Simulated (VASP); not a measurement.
Input of a VASP 6.6.1 run:

Contents of POSCAR:

```
SiO2
1.0
    4.2365487980      0.0000000000      0.0000000000
    0.0000000000      4.2365487980      0.0000000000
    0.0000000000      0.0000000000      2.6903537129
Si O
2 4
Direct
    0.5000000000      0.5000000000      0.5000000000
    0.0000000000      0.0000000000      0.0000000000
    0.1929995018      0.8070004982      0.5000000000
    0.8070004982      0.1929995018      0.5000000000
    0.3070004982      0.3070004982      0.0000000000
    0.6929995018      0.6929995018      0.0000000000
```

The input INCAR.step1:

```
SYSTEM = SiO2
ALGO = Normal
EDIFF = 1E-4
ENCUT = 600
GGA = PE
ISMEAR = -1
LASPH = .TRUE.
LCHARG = .FALSE.
LREAL = .FALSE.
LWAVE = .TRUE.
NELM = 60
PREC = Accurate
SIGMA = 0.02
```

INCAR.step2

```
SYSTEM = SiO2
ALGO = Normal
EDIFF = 1E-6
EDIFFG = -0.005
ENCUT = 600
IBRION = 2
ISIF = 3
ISMEAR = -1
ISTART = 1
LASPH = .TRUE.
LCHARG = .FALSE.
LMIXTAU = .TRUE.
LREAL = .FALSE.
LWAVE = .FALSE.
METAGGA = R2SCAN
NELM = 60
NSW = 80
PREC = Accurate
SIGMA = 0.02
```

The input KPOINTS:

```
k-points
0
G
  6 6 8
  0 0 0
```

Potentials or basis: VASP PAW PBE potentials, release 64 (Si, O).

Launch:

```bash
$ cat potpaw_PBE.64/Si/POTCAR potpaw_PBE.64/O/POTCAR > POTCAR
$ cp INCAR.step1 INCAR
$ mpirun -np 1 vasp_std > vasp.out
$ cp INCAR.step2 INCAR
$ mpirun -np 1 vasp_std > vasp.out
```

Question: Predict the relaxed volume.

Answer: 7.78 Å³/atom.

Question: Estimate the relaxed cell.

Answer: a = 4.181 Å, b = 4.181 Å, c = 2.672 Å, α = 90.00°, β = 90.00°, γ = 90.00°.

Question: Estimate the band gap on the k mesh.

Answer: 6.51 eV.

Question: Predict the space group after relaxing (to 0.1 Å).

Answer: P4_2/mnm (No. 136).

Step by step:
| step | energy change (eV) | largest force (eV/Å) | pressure (GPa) | volume (Å³) |
| --- | --- | --- | --- | --- |
| 1 | 0.0000 | 0.0686 | -9.59 | 48.29 |
| 2 | 0.0450 | 0.6009 | 15.13 | 45.00 |
| 3 | -0.0435 | 0.1902 | -0.25 | 46.90 |
| 4 | -0.0435 | 0.1957 | -0.05 | 46.87 |
| 5 | -0.0476 | 0.0240 | 0.16 | 46.70 |
| 6 | -0.0476 | 0.0298 | 0.17 | 46.69 |
| 7 | -0.0479 | 0.0024 | -0.17 | 46.72 |
| 8 | -0.0479 | 0.0044 | -0.09 | 46.72 |
| 9 | -0.0479 | 0.0053 | -0.09 | 46.72 |
| 10 | -0.0479 | 0.0056 | -0.08 | 46.72 |
| 11 | -0.0479 | 0.0048 | 0.10 | 46.69 |
| 12 | -0.0479 | 0.0019 | 0.02 | 46.70 |

Caveat: the PAW data sets were made with another functional, which shifts forces and pressure a little. A k mesh can miss the band edges.
